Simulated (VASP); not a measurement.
# TiAl (P-6m2) in VASP: notebook

TiAl is run at these levels: PBEsol; tasks: single point.

All numbers are computed with VASP 6.6.1; they aren't measurements. Logs are shortened: lines on timing, memory, paths and dates and some standing lists are left out, and cuts for length are marked.

## 1. The cell of the first run

Symmetry: P-6m2, No. 187, hexagonal system. Conventional cell: a = 2.769 Å, b = 2.769 Å, c = 4.493 Å, α = 90.00°, β = 90.00°, γ = 120.00°. Within 3.6 Å of Ti (site symmetry -6m2) lie 6 Al at 2.76 Å and 6 Ti at 2.77 Å. Within 3.6 Å of Al (site symmetry -6m2) lie 6 Ti at 2.76 Å and 6 Al at 2.77 Å.

## 2. Single point, PBEsol (14.92 Å³/atom)

Input file INCAR:

```
SYSTEM = TiAl
PREC = Accurate ; ENCUT = 520
EDIFF = 1E-7 ; ISMEAR = 0
SIGMA = 0.15 ; LREAL = .False.
LASPH = .True. ; NELM = 60
ALGO = Fast ; ISIF = 2
LWAVE = .False. ; LCHARG = .True.
GGA = PS ; LELF = .True.
LVHAR = .True. ; NBANDS = 14
```

Input file KPOINTS:

```
regular mesh
0
Gamma
  21 21 12
  0 0 0
```

Input file POSCAR:

```
TiAl
1.0
    2.7694960644      0.0000000000      0.0000000000
   -1.3847480322      2.3984539475      0.0000000000
    0.0000000000      0.0000000000      4.4925796926
Ti Al
1 1
Direct
    0.0000000000      0.0000000000      0.0000000000
    0.3333333333      0.6666666667      0.5000000000
```

Potentials or basis: VASP PAW PBE potentials, release 64 (Ti_sv, Al).

The run is started by

```sh
cat potpaw_PBE.64/Ti_sv/POTCAR potpaw_PBE.64/Al/POTCAR > POTCAR
mpirun -np 1 vasp_std > vasp.out
```

OUTCAR:

```text
SYSTEM = TiAl
   PREC = Accurate
   ENCUT = 520
   EDIFF = 1E-7
   ISMEAR = 0
   LREAL = .False.
   LASPH = .True.
   NELM = 60
   ISIF = 2
   GGA = PS

 ion  position               nearest neighbor table
   1  0.000  0.000  0.000-   2 2.76   2 2.76   2 2.76   2 2.76   2 2.76   2 2.76
   2  0.333  0.667  0.500-   1 2.76   1 2.76   1 2.76   1 2.76   1 2.76   1 2.76

  LATTYP: Found a hexagonal cell.
 ALAT       =     2.7694960644
 C/A-ratio  =     1.6221650395

  Lattice vectors:

 A1 = (   2.7694960644,   0.0000000000,   0.0000000000)
 A2 = (  -1.3847480322,   2.3984539475,   0.0000000000)
 A3 = (   0.0000000000,   0.0000000000,   4.4925796926)

Analysis of symmetry for initial positions (statically):
=====================================================================
 Subroutine PRICEL returns:
 Original cell was already a primitive cell.

 Routine SETGRP: Setting up the symmetry group for a
 hexagonal supercell.

 Subroutine GETGRP returns: Found 12 space group operations
 (whereof 12 operations were pure point group operations)
 out of a pool of 24 trial point group operations.

The static configuration has the point symmetry D_3h.

Analysis of symmetry for dynamics (positions and initial velocities):
=====================================================================
 Subroutine PRICEL returns:
 Original cell was already a primitive cell.

 Routine SETGRP: Setting up the symmetry group for a
 hexagonal supercell.

 Subroutine GETGRP returns: Found 12 space group operations
 (whereof 12 operations were pure point group operations)
 out of a pool of 24 trial point group operations.

The dynamic configuration has the point symmetry D_3h.

 Subroutine INISYM returns: Found 12 space group operations
 (whereof 12 operations are pure point group operations),
 and found     1 'primitive' translations

----------------------------------------------------------------------------------------

                                     Primitive cell

  volume of cell :      29.8420

  direct lattice vectors                    reciprocal lattice vectors
     2.769496064  0.000000000  0.000000000     0.361076520  0.208467626  0.000000000
    -1.384748032  2.398453948  0.000000000     0.000000000  0.416935252  0.000000000
     0.000000000  0.000000000  4.492579693     0.000000000  0.000000000  0.222589262

  length of vectors
     2.769496064  2.769496064  4.492579693     0.416935252  0.416935252  0.222589262

  position of ions in fractional coordinates (direct lattice)
     0.000000000  0.000000000  0.000000000
     0.333333333  0.666666667  0.500000000

  ion indices of the primitive-cell ions
   primitive index   ion index
                 1           1
                 2           2

----------------------------------------------------------------------------------------

 KPOINTS: regular mesh

Automatic generation of k-mesh.
 Grid dimensions read from file:
 generate k-points for:   21   21   12

 Generating k-lattice:

  Cartesian coordinates                     Fractional coordinates (reciprocal lattice)
     0.017194120  0.009927030  0.000000000     0.047619048  0.000000000  0.000000000
     0.000000000  0.019854060  0.000000000     0.000000000  0.047619048  0.000000000
     0.000000000  0.000000000  0.018549105     0.000000000  0.000000000  0.083333333

  Length of vectors
     0.019854060  0.019854060  0.018549105

  Shift w.r.t. Gamma in fractional coordinates (k-lattice)
     0.000000000  0.000000000  0.000000000

 Subroutine IBZKPT returns following result:
 ===========================================

 Found    336 irreducible k-points:

 Following reciprocal coordinates:
            Coordinates               Weight
  0.000000  0.000000  0.000000      1.000000
  0.047619  0.000000  0.000000      6.000000
  0.095238 -0.000000  0.000000      6.000000
  0.142857  0.000000  0.000000      6.000000
  0.190476 -0.000000  0.000000      6.000000
  0.238095 -0.000000  0.000000      6.000000
[... 16 lines left out ...]
  0.142857  0.095238  0.000000     12.000000
  0.190476  0.095238  0.000000     12.000000
 [... further k-points ...]
   k-points           NKPTS =    336   k-points in BZ     NKDIM =    336   number of bands    NBANDS=     14
   number of dos      NEDOS =    301   number of ions     NIONS =      2
   total plane-waves  NPLWV =  20736
   dimension x,y,z NGX =    24 NGY =   24 NGZ =   36
   dimension x,y,z NGXF=    48 NGYF=   48 NGZF=   72
   ions per type =               1   1
   NGX,Y,Z   is equivalent  to a cutoff of  14.41, 14.41, 13.32 a.u.
   NGXF,Y,Z  is equivalent  to a cutoff of  28.81, 28.81, 26.64 a.u.
 SYSTEM =  TiAl
   PREC   = accura    normal or accurate (medium, high low for compatibility)
   ISTART =      0    job   : 0-new  1-cont  2-samecut
   ICHARG =      2    charge: 1-file 2-atom 10-const
   ISPIN  =      1    spin polarized calculation?
   LNONCOLLINEAR =      F non collinear calculations
   LSORBIT =      F    spin-orbit coupling
   LASPH  =      T    aspherical Exc in radial PAW
   ENCUT  =  520.0 eV  38.22 Ry    6.18 a.u.   5.15  5.15  8.35*2*pi/ulx,y,z
   NELM   =     60;   NELMIN=  2; NELMDL= -5     # of ELM steps
   EDIFF  = 0.1E-06   stopping-criterion for ELM
   LREAL  =      F    real-space projection
   EDIFFG = 0.1E-05   stopping-criterion for IOM
   NSW    =      0    number of steps for IOM
   IBRION =     -1    ionic relax: 0-MD 1-quasi-New 2-CG
   NFREE  =      0    steps in history (QN), initial steepest desc. (CG)
   ISIF   =      2    stress and relaxation
   ISYM   =      2    0-nonsym 1-usesym 2-fastsym
   POTIM  = 0.5000    time-step for ionic-motion
   TEBEG  =    0.0;   TEEND  =   0.0 temperature during run
   PSTRESS=    0.0 pullay stress
   NELECT =      15.0000    total number of electrons
   NUPDOWN=      -1.0000    fix difference up-down
   EMIN   =  10.00;   EMAX   =-10.00  energy-range for DOS
   EFERMI =   0.00;   METHOD = LEGACY
   ISMEAR =     0;   SIGMA  =   0.15  broadening in eV -4-tet -1-fermi 0-gaus
   EFERMI_NEDOS =   21; number of points for ismear=-14 and -15
   IALGO  =     68    algorithm
   IMIX   =      4    mixing-type and parameters
     AMIX     =   0.40;   BMIX     =  1.00
     AMIX_MAG =   1.60;   BMIX_MAG =  1.00
  volume/ion in A,a.u.               =      14.92       100.69
  Fermi-wavevector in a.u.,A,eV,Ry     =   1.301655  2.459772 23.052434  1.694306
  Thomas-Fermi vector in A             =   2.432775
   LORBIT       =      0    0 simple, 1 ext, 2 COOP (PROOUT), +10 PAW based schemes
   GGA     = PS    functional components
   LHFCALC =     F    Hartree Fock is set to
   AEXX    =    0.0000 exact exchange contribution
   IVDW    =     0    specifies the selected vdW correction
   LEPSILON=     F    determine dielectric tensor
   LRPA    =     F    only Hartree local field effects (RPA)
 non-spin polarized calculation
 RMM-DIIS sequential band-by-band and
 Gauss-broadening in eV      SIGMA  =   0.15
  energy-cutoff  :      520.00
  volume of cell :       29.84
 maximum number of plane-waves:       815
 NGX is ok and might be reduce to    24
   NGX = 11   NGY = 11   NGZ = 17

 number of electron      14.9999995 magnetization

 Free energy of the ion-electron system (eV)
  ---------------------------------------------------
  ext. energy  EPLUGINS =         0.00000000
  ---------------------------------------------------
  free energy    TOTEN  =       -12.86179974 eV

  energy without entropy =      -12.83393001  energy(sigma->0) =      -12.84786487

 E-fermi :   8.9446     XC(G=0): -11.5100

 val. band max:        8.9374630065   @ k =   0.2857   0.0952   0.4167
 cond. band min:       8.9449514621   @ k =   0.2857   0.0952   0.1667
 fundamental gap:      0.0074884556
 Fermi energy:         8.9445933926

 k-point     1 :       0.0000    0.0000    0.0000
  band No.  band energies     occupation
      1     -47.1052      2.00000
      2     -23.5539      2.00000
      3     -22.9955      2.00000
      4     -22.9955      2.00000
      5      -0.5139      2.00000
      6       6.5275      2.00000
      7       7.1251      2.00000
      8      10.3471      0.00000
      9      10.3471      0.00000
     10      12.0642      0.00000
     11      12.0642      0.00000
     12      13.4741      0.00000
     13      22.5494      0.00000
     14      22.5495      0.00000

 k-point     2 :       0.0476    0.0000    0.0000
  band No.  band energies     occupation
      1     -47.1020      2.00000
      2     -23.5508      2.00000
      3     -23.0143      2.00000
      4     -22.9997      2.00000
      5      -0.4530      2.00000
      6       6.5958      2.00000
      7       7.1260      2.00000
      8      10.2818      0.00000
      9      10.4003      0.00000
     10      12.0451      0.00000
     11      12.0785      0.00000
     12      13.4894      0.00000
     13      21.5666      0.00000
     14      22.0340      0.00000

 k-point     3 :       0.0952   -0.0000    0.0000
  band No.  band energies     occupation
      1     -47.0927      2.00000
      2     -23.5419      2.00000
      3     -23.0688      2.00000
      4     -23.0117      2.00000
      5      -0.2711      2.00000
      6       6.7939      2.00000
      7       7.1284      2.00000
      8      10.0997      0.00000
      9      10.5578      0.00000
     10      11.9898      0.00000
     11      12.1227      0.00000
     12      13.5323      0.00000
     13      19.9421      0.00000
     14      21.2443      0.00000
[... 324 lines left out ...]
 k-point    23 :       0.1429    0.0952    0.0000
  band No.  band energies     occupation
      1     -47.0517      2.00000
      2     -23.5025      2.00000
      3     -23.2924      2.00000
      4     -23.0749      2.00000
      5       0.6195      2.00000
      6       7.1447      2.00000
      7       7.6327      2.00000
      8       9.3858      0.00003
      9      11.3202      0.00000
     10      11.6556      0.00000
     11      12.4563      0.00000
     12      13.6873      0.00000
     13      16.7588      0.00000
     14      18.0614      0.00000

 k-point    24 :       0.1905    0.0952    0.0000
  band No.  band energies     occupation
      1     -47.0314      2.00000
      2     -23.4831      2.00000
      3     -23.3992      2.00000
      4     -23.1072      2.00000
      5       1.1402      2.00000
      6       7.1583      2.00000
      7       7.9600      2.00000
      8       9.1335      0.07495
      9      11.4754      0.00000
     10      11.6936      0.00000
     11      12.6709      0.00000
     12      13.7096      0.00000
     13      15.5493      0.00000
     14      17.4498      0.00000

 [... further k-points ...]

------------------------ aborting loop because EDIFF is reached ----------------------------------------

  FORCE on cell =-STRESS in cart. coord.  units (eV):
  Direction    XX          YY          ZZ          XY          YZ          ZX
  --------------------------------------------------------------------------------------
  -------------------------------------------------------------------------------------
  Total        1.9153374      1.9153374      2.3010985      0.0000000      0.0000000      0.0000000
  in kB      102.8319183    102.8319183    123.5429220      0.0000000      0.0000000      0.0000000
  external PRESSURE =     109.7355862 kB  Pullay stress =       0.0000000 kB

 VOLUME and BASIS-vectors are now :
 -----------------------------------------------------------------------------
  energy-cutoff  :      520.00
  volume of cell :       29.84
      direct lattice vectors                 reciprocal lattice vectors
     2.769496064  0.000000000  0.000000000     0.361076520  0.208467626  0.000000000
    -1.384748032  2.398453948  0.000000000     0.000000000  0.416935252  0.000000000
     0.000000000  0.000000000  4.492579693     0.000000000  0.000000000  0.222589262

 POSITION                                       TOTAL-FORCE (eV/Angst)
 -----------------------------------------------------------------------------------
      0.00000      0.00000      0.00000         0.000000      0.000000      0.000000
     -0.00000      1.59897      2.24629        -0.000000     -0.000000      0.000000
 -----------------------------------------------------------------------------------
    total drift:                                0.000000     -0.000000      0.000000

  FREE ENERGIE OF THE ION-ELECTRON SYSTEM (eV)
  ---------------------------------------------------
  free  energy   TOTEN  =       -12.8617997370 eV

  energy  without entropy=      -12.8339300082  energy(sigma->0) =      -12.84786487
```

Run time: 11 min. Hardware: 1 thread of Intel Xeon 8259CL, shared host; peak memory 0.27 GiB.

What came out:

| Quantity | Value |
| --- | --- |
| Free energy | -12.8618 eV |
| Pressure | 11.0 GPa |
| Band gap on the k mesh | zero (an odd number of electrons rules out a gap without spin polarisation) |

Stress tensor (GPa, compression positive):
```
10.28  0.00  0.00
 0.00 10.28  0.00
 0.00  0.00 12.35
```

Caveat: the cell stands under pressure; the PAW data sets were made with another functional, which shifts forces and pressure a little.

[end of part 1 of 2]
